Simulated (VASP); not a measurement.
Wanted: the native input for a VASP 6.6.1 run.

```
Task                   : single point
Functional             : PBE
Potentials or basis    : VASP PAW PBE potentials, release 64 (V_sv)
Cutoff                 : 520 eV
k mesh                 : 12 × 12 × 12
Occupations            : fermi-dirac, width 0.05 eV
Spin                   : collinear spin, ferromagnetic start
Starting moments       : [2.0] μB
Dipole correction      : no
Further INCAR settings : ALGO = Normal; EDIFF = 1e-06; NBANDS = 16
```

The structure of V lies in POSCAR:

```
V
1.0
   -1.4938833019      1.4938833019      1.4938833019
    1.4938833019     -1.4938833019      1.4938833019
    1.4938833019      1.4938833019     -1.4938833019
V
1
Direct
    0.0000000000      0.0000000000      0.0000000000
```

These files were run (other wordings do the same):

INCAR

```
SYSTEM = V
PREC = Accurate
ENCUT = 520
EDIFF = 1E-6
ISMEAR = -1
SIGMA = 0.05
LREAL = .FALSE.
LASPH = .TRUE.
NELM = 150
ALGO = Normal
ISIF = 2
LWAVE = .FALSE.
LCHARG = .TRUE.
ISPIN = 2
MAGMOM = 2
LORBIT = 11
LMAXMIX = 4
GGA = PE
LELF = .TRUE.
LVHAR = .TRUE.
NBANDS = 16
```

KPOINTS

```
regular mesh
0
G
  12 12 12
  0 0 0
```

Potentials or basis: VASP PAW PBE potentials, release 64 (V_sv).

Command:

```console
$ cat potpaw_PBE.64/V_sv/POTCAR > POTCAR
$ mpirun -np 1 vasp_std > vasp.out
```

It gave:

```json
{
 "Pressure": "1.9 GPa",
 "Net moment": "0.00 μB per cell",
 "Valence electrons inside the program's atomic spheres": "V 11.67"
}
```

It took 44 s on 1 thread of Intel(R) Xeon(R) Platinum 8259CL CPU @ 2.50GHz (Skylake/Cascade Lake), on a shared host, peak memory 0.14 GiB.
